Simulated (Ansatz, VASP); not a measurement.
**Two plane-wave programs on SrIr3**

```
Sr Ir
1.0
     4.12636    0.00000    0.00000
     0.00000    4.12636    0.00000
     0.00000    0.00000    4.12636
Sr Ir
1 3
Direct
  0.00000 0.00000 0.00000
  0.00000 0.50000 0.50000
  0.50000 0.00000 0.50000
  0.50000 0.50000 0.00000
```

Alike in both runs: functional PBE; k mesh 12 × 12 × 12; occupations gaussian, width 0.1 eV; no spin polarisation.

Ansatz relaxed the structure, and its values are those at the end. VASP's run is a single point on that final structure, the one shown.

|  | VASP | Ansatz |
| --- | --- | --- |
| version | VASP 6.6.1 | Ansatz 0.2.0 |
| potentials or method | VASP PAW PBE potentials, release 64 (Sr_sv, Ir), cutoff 520 eV | scalar-relativistic, plane waves, PAW |
| valence electrons in the cell | 37 | 61 |

|  | VASP | Ansatz | Ansatz less VASP |
| --- | --- | --- | --- |
| gap on the k mesh at the Fermi level (eV) | none | none | - |
| pressure (GPa) | 0.8 | 0.0 | -0.83 |

A gap of «none» marks a metal or a gap that the smearing closes. With one functional, cell and mesh, what is left measures potentials, basis and numerics. VASP's potentials hold 37 valence electrons a cell and Ansatz's 61, so a difference there can come from the potentials and not from the codes.

Neither program's run includes spin-orbit coupling.
